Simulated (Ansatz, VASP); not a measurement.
# InSe: VASP beside Ansatz

```
CELL_PARAMETERS angstrom
-2.00000 -3.46410 0.00000
2.00000 -3.46410 0.00000
0.00000 0.00000 26.95001
ATOMIC_POSITIONS crystal
In 0.00000 0.00000 0.71957
In 0.33333 0.33333 0.10238
In 0.66667 0.66667 0.41097
In 0.00000 0.00000 0.82344
In 0.33333 0.33333 0.20625
In 0.66667 0.66667 0.51485
Se 0.00000 0.00000 0.36360
Se 0.33333 0.33333 0.67220
Se 0.66667 0.66667 0.05501
Se 0.00000 0.00000 0.56219
Se 0.33333 0.33333 0.87078
Se 0.66667 0.66667 0.25359
```

Alike in both runs: task single point; functional r2SCAN; k mesh 8 × 8 × 2; occupations gaussian, width 0.05 eV; no spin polarisation.

|  | VASP | Ansatz |
| --- | --- | --- |
| version | VASP 6.6.1 | Ansatz 0.2.0 |
| potentials or method | VASP PAW PBE potentials, release 64 (In_d, Se), cutoff 520 eV | scalar-relativistic, plane waves, PAW |
| valence electrons in the cell | 114 | 174 |

Ansatz gave:

- gap on the k mesh at the Fermi level (eV): 1.19
- least direct gap on the mesh (eV): 1.19
- pressure (GPa): 1.0
- traceless stress, the component that is largest in VASP (GPa): -0.45
- rms of the force components (eV/Å): 0.044

Problem. Which values does VASP return?

Solution. gap on the k mesh at the Fermi level (eV): 1.18; least direct gap on the mesh (eV): 1.18; pressure (GPa): 1.0; traceless stress, the component that is largest in VASP (GPa): -0.44; rms of the force components (eV/Å): 0.046.

VASP's potentials were made for PBE, not for r2SCAN. Atom by atom the forces differ by 0.007 eV/Å (rms over components). The functional is the same, so the differences come from potentials, cutoffs and numerics. VASP's potentials hold 114 valence electrons a cell and Ansatz's 174, so a difference there can come from the potentials and not from the codes.
